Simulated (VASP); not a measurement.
Write the native input for VASP 6.6.1 that does the following.

- Task: relaxation of cell and atoms
- Functional: PBE
- Potentials or basis: VASP PAW PBE potentials, release 64 (Rb_sv, Cd, Br)
- Cutoff: 500 eV
- k mesh: 4 × 4 × 2
- Occupations: gaussian, width 0.2 eV
- Spin: no spin polarisation
- Dipole correction: no
- Further INCAR settings: ALGO = Normal; EDIFF = 1e-07; IBRION = 2; EDIFFG = -0.08; NSW = 36; ISIF = 3

The structure of RbCd2Br4 lies in POSCAR:

```
RbCd2Br4
1.0
    2.9139488200     -3.6033167700      0.0000000000
    2.9139488200      3.6033167700      0.0000000000
    0.0000000000      0.0000000000     13.4153433800
Rb Cd Br
1 2 4
Direct
    0.0000000000      0.0000000000      0.4192653500
    0.2157181900      0.2157181900      0.7039638600
    0.7842818100      0.7842818100      0.7039638600
    0.7845142900      0.2154857100      0.7968447000
    0.2154857100      0.7845142900      0.7968447000
    0.0000000000      0.5000000000      0.9996544700
    0.5000000000      0.0000000000      0.9996544700
```

The cell was built from a structure type or drawn by symmetry, and may not be a known phase.

These files were run (other wordings do the same):

INCAR

```
ALGO = Normal
EDIFF = 1E-7
EDIFFG = -0.08
ENCUT = 500
GGA = PE
GGA_COMPAT = False
IBRION = 2
ISIF = 3
ISMEAR = 0
LASPH = True
LCHARG = False
LREAL = False
LWAVE = False
NELM = 120
NELMIN = 4
NSW = 36
PREC = Accurate
SIGMA = 0.2
```

KPOINTS

```
k-points
0
Gamma
  4 4 2
```

Potentials or basis: VASP PAW PBE potentials, release 64 (Rb_sv, Cd, Br).

The run is started by

```bash
$ cat potpaw_PBE.64/Rb_sv/POTCAR potpaw_PBE.64/Cd/POTCAR potpaw_PBE.64/Br/POTCAR > POTCAR
$ mpirun -np 1 vasp_std > vasp.out
```

Results of the run:

```
Relaxed volume                        : 44.98 Å³/atom
Relaxed cell                          : a = 6.201 Å, b = 6.201 Å, c = 9.195 Å, α = 90.00°, β = 90.00°, γ = 117.04°
Space group after relaxing (to 0.1 Å) : Cmm2 (No. 35)
Energy gained by relaxing             : 1268.1 meV/atom
Ionic steps                           : 30
Pressure after relaxing               : -0.1 GPa
Largest force after relaxing          : 0.073 eV/Å
Band gap on the k mesh                : zero (an odd number of electrons rules out a gap without spin polarisation)
```

Caveat: a cell axis changed by over 15 % at a fixed basis, so the end point is rough; an odd number of electrons without spin polarisation forces a metal; a magnetic or distorted state may lie lower; the relaxation stopped at a loose force limit of 0.08 eV/Å, so its end isn't a converged minimum.

Wall time 37 min on 1 thread of AMD EPYC 9R45 96-Core Processor (Zen 5), with other jobs on the host, peak memory 0.41 GiB.
